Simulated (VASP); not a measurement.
# Hf (Pm-3m) in VASP: single point with PBE

Aim: the single point of Hf with PBE.

Everything below comes from runs of VASP 6.6.1. Logs are shortened: lines on timing, memory, paths and dates and some standing lists are left out, and cuts for length are marked.

**1. The cell of the first run**

Symmetry: Pm-3m, No. 221, cubic system. Conventional cell: a = 2.924 Å, b = 2.924 Å, c = 2.924 Å, α = 90.00°, β = 90.00°, γ = 90.00°. Within 3.9 Å of Hf (site symmetry m-3m) lie 6 Hf at 2.92 Å.

**2. Single point, PBE**

INCAR

```
SYSTEM = Hf
PREC     = Accurate       ! precision mode
ENCUT    = 520            ! plane-wave cutoff, eV
EDIFF    = 1E-7           ! SCF threshold, eV
ISMEAR   = -1             ! smearing method
SIGMA    = 0.13605693000000002 ! smearing width, eV
LREAL    = .FALSE.        ! projectors in reciprocal space
LASPH    = .TRUE.         ! aspherical terms in the spheres
NELM     = 100            ! most SCF steps
ALGO     = Normal         ! electronic algorithm
ISIF     = 2              ! what is computed and relaxed
LWAVE    = .FALSE.        ! write WAVECAR
LCHARG   = .FALSE.        ! write CHGCAR
GGA      = PE             ! functional
NBANDS   = 11             ! bands
```

KPOINTS

```
Automatic mesh
0
G
  11 11 11
  0 0 0
```

POSCAR

```
Hf
1.0
    2.9237058097      0.0000000000      0.0000000000
    0.0000000000      2.9237058097      0.0000000000
    0.0000000000      0.0000000000      2.9237058097
Hf
1
Direct
    0.0000000000      0.0000000000      0.0000000000
```

Potentials or basis: VASP PAW PBE potentials, release 64 (Hf_pv).

Started as:

```
> cat potpaw_PBE.64/Hf_pv/POTCAR > POTCAR
> mpirun -np 1 vasp_std > vasp.out
```

OUTCAR:

```text
SYSTEM = Hf
   PREC = Accurate
   ENCUT = 520
   EDIFF = 1E-7
   ISMEAR = -1
   LREAL = .FALSE.
   LASPH = .TRUE.
   NELM = 100
   ISIF = 2
   GGA = PE

 ion  position               nearest neighbor table
   1  0.000  0.000  0.000-

  LATTYP: Found a simple cubic cell.
 ALAT       =     2.9237058097

  Lattice vectors:

 A1 = (   2.9237058097,   0.0000000000,   0.0000000000)
 A2 = (   0.0000000000,   2.9237058097,   0.0000000000)
 A3 = (   0.0000000000,   0.0000000000,   2.9237058097)

Analysis of symmetry for initial positions (statically):
=====================================================================
 Subroutine PRICEL returns:
 Original cell was already a primitive cell.

 Routine SETGRP: Setting up the symmetry group for a
 simple cubic supercell.

 Subroutine GETGRP returns: Found 48 space group operations
 (whereof 48 operations were pure point group operations)
 out of a pool of 48 trial point group operations.

The static configuration has the point symmetry O_h .

Analysis of symmetry for dynamics (positions and initial velocities):
=====================================================================
 Subroutine PRICEL returns:
 Original cell was already a primitive cell.

 Routine SETGRP: Setting up the symmetry group for a
 simple cubic supercell.

 Subroutine GETGRP returns: Found 48 space group operations
 (whereof 48 operations were pure point group operations)
 out of a pool of 48 trial point group operations.

The dynamic configuration has the point symmetry O_h .

 Subroutine INISYM returns: Found 48 space group operations
 (whereof 48 operations are pure point group operations),
 and found     1 'primitive' translations

----------------------------------------------------------------------------------------

                                     Primitive cell

  volume of cell :      24.9920

  direct lattice vectors                    reciprocal lattice vectors
     2.923705810  0.000000000  0.000000000     0.342031677  0.000000000  0.000000000
     0.000000000  2.923705810  0.000000000     0.000000000  0.342031677  0.000000000
     0.000000000  0.000000000  2.923705810     0.000000000  0.000000000  0.342031677

  length of vectors
     2.923705810  2.923705810  2.923705810     0.342031677  0.342031677  0.342031677

[... 76 lines left out ...]
   ENCUT  =  520.0 eV  38.22 Ry    6.18 a.u.   5.44  5.44  5.44*2*pi/ulx,y,z
   NELM   =    100;   NELMIN=  2; NELMDL= -5     # of ELM steps
   EDIFF  = 0.1E-06   stopping-criterion for ELM
   LREAL  =      F    real-space projection
   EDIFFG = 0.1E-05   stopping-criterion for IOM
   NSW    =      0    number of steps for IOM
   IBRION =     -1    ionic relax: 0-MD 1-quasi-New 2-CG
   NFREE  =      0    steps in history (QN), initial steepest desc. (CG)
   ISIF   =      2    stress and relaxation
   ISYM   =      2    0-nonsym 1-usesym 2-fastsym
   POTIM  = 0.5000    time-step for ionic-motion
   TEBEG  =    0.0;   TEEND  =   0.0 temperature during run
   PSTRESS=    0.0 pullay stress
   NELECT =      10.0000    total number of electrons
   NUPDOWN=      -1.0000    fix difference up-down
   EMIN   =  10.00;   EMAX   =-10.00  energy-range for DOS
   EFERMI =   0.00;   METHOD = LEGACY
   ISMEAR =    -1;   SIGMA  =   0.14  broadening in eV -4-tet -1-fermi 0-gaus
   EFERMI_NEDOS =   21; number of points for ismear=-14 and -15
   IALGO  =     38    algorithm
   IMIX   =      4    mixing-type and parameters
     AMIX     =   0.40;   BMIX     =  1.00
     AMIX_MAG =   1.60;   BMIX_MAG =  1.00
  volume/ion in A,a.u.               =      24.99       168.65
  Fermi-wavevector in a.u.,A,eV,Ry     =   1.206353  2.279677 19.800397  1.455288
  Thomas-Fermi vector in A             =   2.342023
   LORBIT       =      0    0 simple, 1 ext, 2 COOP (PROOUT), +10 PAW based schemes
   GGA     = PE    functional components
[... 5 lines left out ...]
 non-spin polarized calculation
  energy-cutoff  :      520.00
  volume of cell :       24.99
 maximum number of plane-waves:       691
 NGX is ok and might be reduce to    24
   NGX = 11   NGY = 11   NGZ = 11

 number of electron      10.0000004 magnetization

 Free energy of the ion-electron system (eV)
  ---------------------------------------------------
  ext. energy  EPLUGINS =         0.00000000
  ---------------------------------------------------
  free energy    TOTEN  =        -8.89295027 eV

  energy without entropy =       -8.78497292  energy(sigma->0) =       -8.83896160

 E-fermi :   3.7451     XC(G=0): -10.6934

 val. band max:        3.7411577453   @ k =   0.3636   0.3636   0.1818
 cond. band min:       3.7519393578   @ k =   0.2727   0.0909   0.0000
 fundamental gap:      0.0107816125
 Fermi energy:         3.7451186846

 k-point     1 :       0.0000    0.0000    0.0000
  band No.  band energies     occupation
      1     -26.2607      2.00000
      2     -26.2606      2.00000
      3     -26.2606      2.00000
      4      -2.7023      2.00000
      5       2.3600      1.99992
      6       2.3600      1.99992
      7      10.1446      0.00000
      8      10.1446      0.00000
      9      10.1446      0.00000
     10      16.5001      0.00000
     11      16.5001      0.00000
[... 309 lines left out ...]
 k-point    24 :       0.2727    0.0909    0.0909
  band No.  band energies     occupation
      1     -26.7696      2.00000
      2     -26.2859      2.00000
      3     -26.2785      2.00000
      4      -0.6591      2.00000
      5       3.1678      1.97168
      6       3.8136      0.75345
      7       7.4730      0.00000
      8       7.5210      0.00000
      9       9.5954      0.00000
     10      13.3718      0.00000
     11      16.8103      0.00000

 [... further k-points ...]

------------------------ aborting loop because EDIFF is reached ----------------------------------------

  FORCE on cell =-STRESS in cart. coord.  units (eV):
  Direction    XX          YY          ZZ          XY          YZ          ZX
  --------------------------------------------------------------------------------------
  -------------------------------------------------------------------------------------
  Total       -0.0902498     -0.0902498     -0.0902498      0.0000000      0.0000000      0.0000000
  in kB       -5.7856973     -5.7856973     -5.7856973      0.0000000      0.0000000      0.0000000
  external PRESSURE =      -5.7856973 kB  Pullay stress =       0.0000000 kB

 VOLUME and BASIS-vectors are now :
 -----------------------------------------------------------------------------
  energy-cutoff  :      520.00
  volume of cell :       24.99
      direct lattice vectors                 reciprocal lattice vectors
     2.923705810  0.000000000  0.000000000     0.342031677  0.000000000  0.000000000
     0.000000000  2.923705810  0.000000000     0.000000000  0.342031677  0.000000000
     0.000000000  0.000000000  2.923705810     0.000000000  0.000000000  0.342031677

 POSITION                                       TOTAL-FORCE (eV/Angst)
 -----------------------------------------------------------------------------------
      0.00000      0.00000      0.00000         0.000000      0.000000      0.000000
 -----------------------------------------------------------------------------------
    total drift:                                0.000000     -0.000000      0.000000

  FREE ENERGIE OF THE ION-ELECTRON SYSTEM (eV)
  ---------------------------------------------------
  free  energy   TOTEN  =        -8.8929502737 eV

  energy  without entropy=       -8.7849729218  energy(sigma->0) =       -8.83896160
```

OSZICAR:

```text
N       E                     dE             d eps       ncg     rms          rms(c)
DAV:   1     0.136868271696E+02    0.13687E+02   -0.55744E+03  1240   0.819E+02
DAV:   2    -0.866330930332E+01   -0.22350E+02   -0.21543E+02  1593   0.153E+02
DAV:   3    -0.916597095684E+01   -0.50266E+00   -0.49294E+00  1510   0.152E+01
DAV:   4    -0.916878803829E+01   -0.28171E-02   -0.28161E-02  1440   0.144E+00
DAV:   5    -0.916880817948E+01   -0.20141E-04   -0.20141E-04  1562   0.106E-01    0.324E+01
DAV:   6    -0.894913579243E+01    0.21967E+00   -0.22634E-01  1373   0.314E+00    0.192E+01
DAV:   7    -0.889784553369E+01    0.51290E-01   -0.27941E-01  1457   0.342E+00    0.108E+00
DAV:   8    -0.889287687261E+01    0.49687E-02   -0.26641E-02  1373   0.106E+00    0.175E-01
DAV:   9    -0.889294536167E+01   -0.68489E-04   -0.47829E-04  1524   0.175E-01    0.708E-02
DAV:  10    -0.889295198615E+01   -0.66245E-05   -0.30313E-05  1453   0.432E-02    0.372E-02
DAV:  11    -0.889295029098E+01    0.16952E-05   -0.75050E-06  1469   0.190E-02    0.149E-03
DAV:  12    -0.889295027366E+01    0.17324E-07   -0.11538E-07  1250   0.308E-03
   1 F= -.88929503E+01 E0= -.88389616E+01  d E =-.107977E+00
```

stdout:

```text
POSCAR found type information on POSCAR Hf
 POSCAR found :  1 types and       1 ions
 scaLAPACK will be used
 LDA part: xc-table for (Slater+PW92), standard interpolation
 POSCAR, INCAR and KPOINTS ok, starting setup
 FFT: planning ... GRIDC
 FFT: planning ... GRID_SOFT
 FFT: planning ... GRID
 WAVECAR not read
 entering main loop
```

Wall time 4.5 s (1 thread of Intel Xeon 6975P-C (Granite Rapids), shared host); peak memory 0.14 GiB.

Results:

```
Free energy            : -8.8930 eV
Pressure               : -0.6 GPa
Band gap on the k mesh : zero (band 5 reaches 4.62 eV, above the bottom of band 6 at 2.36 eV)
```

Caveat: spin-orbit coupling is left out, which moves the levels of the heavy elements.
